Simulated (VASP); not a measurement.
**WSe2: single point with PBE+D3(BJ)**

Crystal: WSe2.

```
CELL_PARAMETERS angstrom
3.34461 0.00000 0.00000
-1.67230 2.89652 0.00000
0.00000 0.00000 12.78861
ATOMIC_POSITIONS crystal
W 0.33333 0.66667 0.25000
W 0.66667 0.33333 0.75000
Se 0.33333 0.66667 0.61829
Se 0.66667 0.33333 0.11829
Se 0.33333 0.66667 0.88171
Se 0.66667 0.33333 0.38171
```

This cell differs from its parent crystal: strain +0.0200 x Voigt [1, 1, 0, 0, 0, 0].

| Property | Result |
| --- | --- |
| Program | VASP 6.6.1 |
| Task | single point |
| Functional | PBE |
| Dispersion | D3(BJ) |
| Potentials or basis | VASP PAW PBE potentials, release 64 (W_sv, Se) |
| Cutoff | 520 eV |
| k mesh | 12 × 12 × 2 |
| Occupations | gaussian, width 0.05 eV |
| Spin | no spin polarisation |

```json
{
  "Pressure": "-4.6 GPa",
  "Largest force": "0.356 eV/Å",
  "Band gap on the k mesh": "0.88 eV (least direct gap 1.37 eV)",
  "Dispersion energy per atom": "-0.457 eV"
}
```

Forces on the atoms (eV/Å):
```
W    0.000  0.000  0.000
W    0.000  0.000  0.000
Se   0.000  0.000  0.356
Se   0.000  0.000  0.356
Se   0.000  0.000 -0.356
Se   0.000  0.000 -0.356
```

Stress tensor (GPa, compression positive):
```
-5.31  0.00  0.00
 0.00 -5.31  0.00
 0.00  0.00 -3.20
```

Levels at points of the mesh, in eV from the valence-band top:
```
           k point  band 23  band 24  band 25  band 26  band 27  band 28  band 29  band 30
(0.00, 0.00, 0.00)    -1.59    -1.04    -0.87     0.00     2.39     2.39     2.44     2.44
(0.50, 0.00, 0.00)    -1.54    -1.48    -1.26    -1.23     1.87     1.92     2.10     2.39
(0.00, 0.00, 0.50)    -1.63    -1.63    -0.17    -0.17     2.39     2.39     2.39     2.39
(0.50, 0.00, 0.50)    -1.38    -1.38    -1.34    -1.34     1.89     1.89     2.28     2.28
```

It took 89 s on 1 thread of Intel(R) Xeon(R) 6975P-C (Granite Rapids) (shared host), peak memory 0.33 GiB.

Caveat: the cell differs from its parent crystal (strain +0.0200 x Voigt [1, 1, 0, 0, 0, 0]); the cell stands under tension; spin-orbit coupling is left out, which moves the levels of the heavy elements. A k mesh can miss the band edges.
